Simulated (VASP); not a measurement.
Runs of VASP 6.6.1 on NaAl5O2. The structure is that of space group P-3m1 (No. 164), or close to it. The cells are those of the table. 

```tsv
spin	cell	k mesh	smearing	gap on the mesh (eV)	pressure (GPa)	largest force (eV/Å)
off	a = 2.898, b = 2.898, c = 29.130 Å, angles 90.0, 90.0, 120.0°, 16 atoms	12 × 12 × 1	gaussian 0.1 eV	none	0.0	0.01
off	a = 2.893, b = 2.893, c = 29.282 Å, angles 90.0, 90.0, 120.0°, 16 atoms	6 × 6 × 1	gaussian 0.2 eV	none	0.1	0.04
off	a = 2.899, b = 2.899, c = 29.130 Å, angles 90.0, 90.0, 120.0°, 16 atoms	12 × 12 × 1	gaussian 0.1 eV	none	0.0	0.01
collinear, ferromagnetic start	a = 2.893, b = 2.893, c = 29.282 Å, angles 90.0, 90.0, 120.0°, 16 atoms	6 × 6 × 1	gaussian 0.1 eV	none	0.1	(a)
off	a = 2.898, b = 2.898, c = 29.130 Å, angles 90.0, 90.0, 120.0°, 16 atoms	12 × 12 × 1	gaussian 0.2 eV	none	0.0	0.03
```

Alike in all rows: task single point; level PBE; potentials or basis VASP PAW PBE potentials, release 64 (Na_pv, Al, O); cutoff (eV) 520.

Question: Fill in the values left out.

Answer: (a) 0.05.

Caveats: some runs use coarse meshes.

A gap of «none» marks levels without a gap at the run's occupations.
